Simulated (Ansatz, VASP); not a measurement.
One calculation of B, two programs

```
CELL_PARAMETERS angstrom
0.00000 1.43282 1.43282
1.43282 0.00000 1.43282
1.43282 1.43282 0.00000
ATOMIC_POSITIONS crystal
B 0.00000 0.00000 0.00000
```

Alike in both runs: task relaxation of cell and atoms; functional PBE; k mesh 32 × 32 × 32; occupations gaussian, width 0.1 eV; no spin polarisation.

|  | VASP | Ansatz |
| --- | --- | --- |
| version | VASP 6.6.1 | Ansatz 0.2.0 |
| potentials or method | VASP PAW PBE potentials, release 64 (B), cutoff 600 eV | scalar-relativistic, plane waves, PAW |
| valence electrons in the cell | 3 | 3 |

Ansatz gave:

- gap on the k mesh at the Fermi level, each at its own relaxed structure (eV): none
- relaxed volume (Å³/atom): 5.89
- relaxed length of the cell vector where the two differ most in proportion (Å): 2.027

Problem. What did VASP give for the same quantities?

Solution. gap on the k mesh at the Fermi level, each at its own relaxed structure (eV): none; relaxed volume (Å³/atom): 5.88; relaxed length of the cell vector where the two differ most in proportion (Å): 2.026.

A gap of «none» marks a metal or a gap that the smearing closes.

Noted on VASP's run: the relaxation stopped at its first step, so nothing moved.
